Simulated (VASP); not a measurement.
C, 2 atoms in the cell. The cell holds a slab with vacuum, 2 atoms: a = 2.200 Å, b = 2.200 Å, c = 28.000 Å, α = 90.00°, β = 90.00°, γ = 120.00°. 

| Quantity | Value |
| --- | --- |
| Program | VASP 6.6.1 |
| Task | single point |
| Functional | LDA |
| Potentials or basis | VASP PAW LDA potentials, release 64 (C) |
| Cutoff | 520 eV |
| k mesh | 21 × 21 × 1 |
| Occupations | gaussian, width 0.1 eV |
| Spin | no spin polarisation |
| Dipole correction | yes |
| Further INCAR settings | ALGO = Normal; EDIFF = 1e-06; NBANDS = 11; NELMDL = -8 |

Potentials or basis: VASP PAW LDA potentials, release 64 (C).

Command:

```sh
$ cat potpaw_LDA.64/C/POTCAR > POTCAR
$ mpirun -np 1 vasp_std > vasp.out
```

Hardware: 1 thread of Intel Xeon 8259CL (shared host).

Task: How long does it take, and how much memory?

Result: Run time: 93 s on 1 thread of Intel Xeon 8259CL, with other jobs on the host, peak memory 0.2 GiB. Counts: scf iterations 22, k points 48.
